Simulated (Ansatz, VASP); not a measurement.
TaN: VASP beside Ansatz

```xyz
2
Lattice="2.8780 0.0000 0.0000 -1.4390 2.4924 0.0000 0.0000 0.0000 2.8241" Properties=species:S:1:pos:R:3 pbc="T T T"
Ta    0.0000    0.0000    1.4121
N     1.4390    0.8308    0.0000
```

Alike in both runs: task single point; functional LDA; k mesh 10 × 10 × 9; occupations fermi-dirac, width 0.05 eV; no spin polarisation.

|  | VASP | Ansatz |
| --- | --- | --- |
| version | VASP 6.6.1 | Ansatz 0.2.0 |
| potentials or method | VASP PAW LDA potentials, release 64 (Ta_sv_GW, N) | Ansatz PAW |
| plane-wave cutoff (eV) | 600 | 420 |
| valence electrons in the cell | 18 | 18 |

Ansatz gave:

- gap on the k mesh at the Fermi level (eV): none
- pressure (GPa): 12.0
- traceless stress, the component that is largest in VASP (GPa): 0.80

Task: Which values does VASP return?

Result: gap on the k mesh at the Fermi level (eV): none; pressure (GPa): 13.4; traceless stress, the component that is largest in VASP (GPa): 0.92.

LDA's correlation is that of Perdew and Zunger in VASP and of Perdew and Wang (1992) in Ansatz. A gap of «none» marks a metal or a gap that the smearing closes.

Neither program's run includes spin-orbit coupling.
